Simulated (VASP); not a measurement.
The system is Zr.

```
Zr
1.0
     3.23923    0.00000    0.00000
    -1.61962    2.80526    0.00000
     0.00000    0.00000    5.17222
Zr
2
Cartesian
  0.0000 1.8702 1.2931
  1.6196 0.9351 3.8792
```

- Program: VASP 6.6.1
- Task: relaxation of cell and atoms
- Functional: LDA
- Potentials or basis: VASP PAW LDA potentials, release 64 (Zr_sv)
- Cutoff: 600 eV
- k mesh: 12 × 12 × 8
- Occupations: gaussian, width 0.1 eV
- Spin: no spin polarisation

At the start: pressure -6.8 GPa; volume 23.50 Å³/atom.

Where does the relaxation end?

Over 13 steps the energy falls by 37.5 meV/atom and the volume is 21.82 Å³/atom (-7.2 %); space group P6_3/mmc (No. 194, to 0.1 Å) before and after.

Step by step:
```tsv
step	energy change (eV)	largest force (eV/Å)	pressure (GPa)	volume (Å³)
1	0.0000	0.0000	-6.79	47.00
2	0.0049	0.0000	8.62	40.55
3	-0.0746	0.0000	-0.08	43.70
4	-0.0747	0.0000	0.05	43.63
5	-0.0748	0.0000	0.04	43.63
6	-0.0749	0.0000	0.03	43.62
7	-0.0749	0.0000	0.03	43.62
8	-0.0749	0.0000	0.04	43.62
9	-0.0749	0.0000	0.04	43.62
10	-0.0749	0.0000	0.04	43.62
11	-0.0749	0.0000	0.04	43.62
12	-0.0749	0.0000	-0.07	43.66
13	-0.0749	0.0000	0.02	43.63
```

Final structure:
```
Zr
1.0
     3.15373    0.00000    0.00000
    -1.57686    2.73121    0.00000
     0.00000    0.00000    5.06556
Zr
2
Direct
  0.33333 0.66667 0.25000
  0.66667 0.33333 0.75000
```
